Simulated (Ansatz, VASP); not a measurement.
## InP in VASP and in Ansatz

```
CELL_PARAMETERS angstrom
0.00000 2.93533 2.98003
2.93533 0.00000 2.98003
2.93533 2.93533 0.00000
ATOMIC_POSITIONS crystal
In 0.00000 0.00000 0.00000
P 0.75000 0.75000 0.75000
```

Change from the starting cell: strain -0.015 along x and y, +0.000 along z, atoms carried along.

Alike in both runs: task single point; functional PBE; k mesh 10 × 10 × 10; occupations gaussian, width 0.05 eV; no spin polarisation.

|  | VASP | Ansatz |
| --- | --- | --- |
| version | VASP 6.6.1 | Ansatz 0.2.0 |
| potentials or method | VASP PAW PBE potentials, release 64 (In_d, P), cutoff 520 eV | scalar-relativistic, plane waves, PAW |
| valence electrons in the cell | 18 | 18 |

|  | VASP | Ansatz | Ansatz less VASP |
| --- | --- | --- | --- |
| gap on the k mesh at the Fermi level (eV) | 0.58 | 0.58 | +0.003 |
| least direct gap on the mesh (eV) | 0.58 | 0.58 | +0.003 |
| pressure (GPa) | 1.8 | 1.9 | +0.06 |
| traceless stress, the component that is largest in VASP (GPa) | -0.42 | -0.42 | +0.001 |

With one functional, cell and mesh, what is left measures potentials, basis and numerics.
